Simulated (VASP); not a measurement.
Wanted: the native input for a VASP 6.6.1 run.

```
Task                   : relaxation of cell and atoms
Functional             : PBE
Potentials or basis    : VASP PAW PBE potentials, release 64 (Al, N)
Cutoff                 : 600 eV
k mesh                 : 10 × 10 × 10
Occupations            : gaussian, width 0.02 eV
Spin                   : no spin polarisation
Target pressure        : -2 GPa
Dipole correction      : no
Further INCAR settings : ALGO = Normal; EDIFF = 1e-06; IBRION = 2; EDIFFG = -0.008; NSW = 70; ISIF = 3
```

The structure of AlN lies in POSCAR:

```
AlN
1.0
    0.0000000000      2.2157638114      2.2157638114
    2.2157638114      0.0000000000      2.2157638114
    2.2157638114      2.2157638114      0.0000000000
Al N
1 1
Direct
    0.0000000000      0.0000000000      0.0000000000
    0.7500000000      0.7500000000      0.7500000000
```

One way to write it, as run:

INCAR

```
PREC = Accurate ; ENCUT = 600
EDIFF = 1E-6 ; ISMEAR = 0
SIGMA = 0.02 ; LREAL = False
LASPH = True ; NELM = 100
ALGO = Normal ; ISIF = 3
LWAVE = False ; LCHARG = False
GGA = PE ; IBRION = 2
NSW = 70 ; EDIFFG = -0.008
PSTRESS = -20.0
```

KPOINTS

```
Automatic mesh
0
Gamma
  10 10 10
```

Potentials or basis: VASP PAW PBE potentials, release 64 (Al, N).

Command:

```console
$ cat potpaw_PBE.64/Al/POTCAR potpaw_PBE.64/N/POTCAR > POTCAR
$ mpirun -np 1 vasp_std > vasp.out
```

Results of the run:

- Relaxed volume: 10.76 Å³/atom
- Relaxed cell: a = 3.122 Å, b = 3.122 Å, c = 3.122 Å, α = 60.00°, β = 60.00°, γ = 60.00°
- Space group after relaxing (to 0.05 Å): F-43m (No. 216)
- Energy change on relaxing (the enthalpy is what falls): -2.2 meV/atom
- Ionic steps: 3
- Pressure after relaxing: -2.0 GPa
- Band gap on the k mesh: 3.30 eV, indirect (least direct gap 3.91 eV)

Caveat: the cell is relaxed towards a set pressure, so the enthalpy falls and the energy may rise.

It took 11 s on 1 thread of Intel(R) Xeon(R) 6975P-C (Granite Rapids) (shared host), peak memory 0.15 GiB.
